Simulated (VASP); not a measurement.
## CdS: electric field gradients with PBEsol

Crystal: CdS.

```
Cd S
1.0
     4.21589    0.00000    0.00000
    -2.10795    3.65107    0.00000
     0.00000    0.00000    6.88137
Cd S
2 2
Direct
  0.33333 0.66667 0.00000
  0.66667 0.33333 0.50000
  0.33333 0.66667 0.38500
  0.66667 0.33333 0.88500
```

```json
{
  "Program": "VASP 6.6.1",
  "Task": "electric field gradients",
  "Functional": "PBEsol",
  "Potentials or basis": "VASP PAW PBE potentials, release 64 (Cd, S)",
  "Cutoff": "520 eV",
  "k mesh": "7 × 7 × 4",
  "Occupations": "fermi-dirac, width 0.01 eV",
  "Spin": "no spin polarisation",
  "Dipole correction": "no",
  "Further INCAR settings": "ALGO = Normal; EDIFF = 1e-08; NBANDS = 26"
}
```

```
Pressure                                : -3.2 GPa
Largest force                           : 0.199 eV/Å
Band gap on the k mesh                  : 0.96 eV
Largest electric field gradient by atom : Cd +32.6; S -7.6 V/Å²
```

Forces in eV/Å, atoms in the order of the input:
```
Cd   0.000  0.000  0.199
Cd   0.000  0.000  0.199
S    0.000  0.000 -0.199
S    0.000  0.000 -0.199
```

Stress tensor (GPa, compression positive):
```
-2.77  0.00  0.00
 0.00 -2.77  0.00
 0.00  0.00 -4.16
```

Levels at points of the mesh, in eV from the valence-band top:
```tsv
k point	band 16	band 17	band 18	band 19	band 20	band 21
(0.00, 0.00, 0.00)	-0.02	0.00	0.00	0.96	2.53	6.40
(0.00, 0.00, 0.50)	-0.33	-0.33	-0.33	2.58	2.58	5.95
```

Electric field gradients, principal values (V/Å²):
```tsv
atom	least	middle	greatest (by size)
1 Cd	-16.282	-16.285	32.567
2 Cd	-16.282	-16.285	32.567
3 S	3.788	3.788	-7.576
4 S	3.788	3.788	-7.576
```

Run time: 3.3 min on 1 thread of Intel Xeon 8259CL (shared host), peak memory 0.25 GiB.

Caveat: the cell stands under tension; without QUAD_EFG the Cq values of the log hold for a quadrupole moment of 1 mb, not for the nuclei; the PAW data sets were made with another functional, which shifts forces and pressure a little.
